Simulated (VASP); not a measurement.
Here is a VASP 6.6.1 calculation.

Contents of INCAR:

```
PREC     = Accurate       # precision mode
ENCUT    = 520            # plane-wave cutoff, eV
EDIFF    = 1E-6           # SCF threshold, eV
ISMEAR   = 0              # smearing method
SIGMA    = 0.01           # smearing width, eV
LREAL    = F              # projectors in reciprocal space
LASPH    = T              # aspherical terms in the spheres
NELM     = 100            # most SCF steps
ALGO     = Normal         # electronic algorithm
ISIF     = 2              # what is computed and relaxed
LWAVE    = F              # write WAVECAR
LCHARG   = T              # write CHGCAR
GGA      = CA             # functional
LELF     = T              # ELF
LVHAR    = T            
NBANDS   = 16             # bands
```

KPOINTS

```
regular mesh
0
Gamma
  12 12 6
```

Contents of POSCAR:

```
AlN
1.0
    3.1066945029      0.0000000000      0.0000000000
   -1.5533472514      2.6904763613      0.0000000000
    0.0000000000      0.0000000000      4.9785885515
Al N
2 2
Direct
    0.3333333333      0.6666666667     -0.0007956040
    0.6666666667      0.3333333333      0.4992043960
    0.3333333333      0.6666666667      0.3807956040
    0.6666666667      0.3333333333      0.8807956040
```

Potentials or basis: VASP PAW LDA potentials, release 64 (Al, N).

Launch:

```sh
$ cat potpaw_LDA.64/Al/POTCAR potpaw_LDA.64/N/POTCAR > POTCAR
$ mpirun -np 1 vasp_std > vasp.out
```

Problem. Estimate the pressure.

Solution. -3.2 GPa.

Problem. What does it give for the band gap on the k mesh?

Solution. 4.27 eV, direct.

A k mesh can miss the band edges. LDA gaps usually lie below the measured ones, often by a third to a half.
